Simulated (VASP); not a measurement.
# Mg2Si: single point with PBE

Crystal: Mg2Si.

```
CELL_PARAMETERS angstrom
0.00000 3.32741 3.32741
3.32741 0.00000 3.32741
3.32741 3.32741 0.00000
ATOMIC_POSITIONS crystal
Si 0.00000 0.00000 0.00000
Mg 0.25000 0.25000 0.25000
Mg 0.75000 0.75000 0.75000
```

This cell differs from its parent crystal: strain +5.0%.

- Program: VASP 6.6.1
- Task: single point
- Functional: PBE
- Potentials or basis: VASP PAW PBE potentials, release 64 (Si, Mg)
- Cutoff: 600 eV
- k mesh: 8 × 8 × 8
- Occupations: fermi-dirac, width 0.02 eV
- Spin: no spin polarisation
- Dipole correction: no
- Further INCAR settings: ALGO = Normal; EDIFF = 1e-06; NBANDS = 11

```json
{
  "Pressure": "-5.6 GPa",
  "Band gap on the k mesh": "0.20 eV (least direct gap 1.08 eV)"
}
```

Levels at points of the mesh, in eV from the valence-band top:
| k point | band 1 | band 2 | band 3 | band 4 | band 5 | band 6 | band 7 | band 8 |
| --- | --- | --- | --- | --- | --- | --- | --- | --- |
| (0.00, 0.00, 0.00) | -8.54 | 0.00 | 0.00 | 0.00 | 1.08 | 2.39 | 2.39 | 2.39 |
| (0.50, 0.00, 0.00) | -7.35 | -4.33 | -0.65 | -0.65 | 0.74 | 2.48 | 2.48 | 4.68 |
| (0.50, 0.50, 0.00) | -6.89 | -4.09 | -1.76 | -1.76 | 0.20 | 0.36 | 7.15 | 7.15 |

Run time: 39 s on 1 thread of Intel Xeon 8259CL (shared host), peak memory 0.25 GiB.

Caveat: the cell differs from its parent crystal (strain +5.0%); the cell stands under tension. A k mesh can miss the band edges.
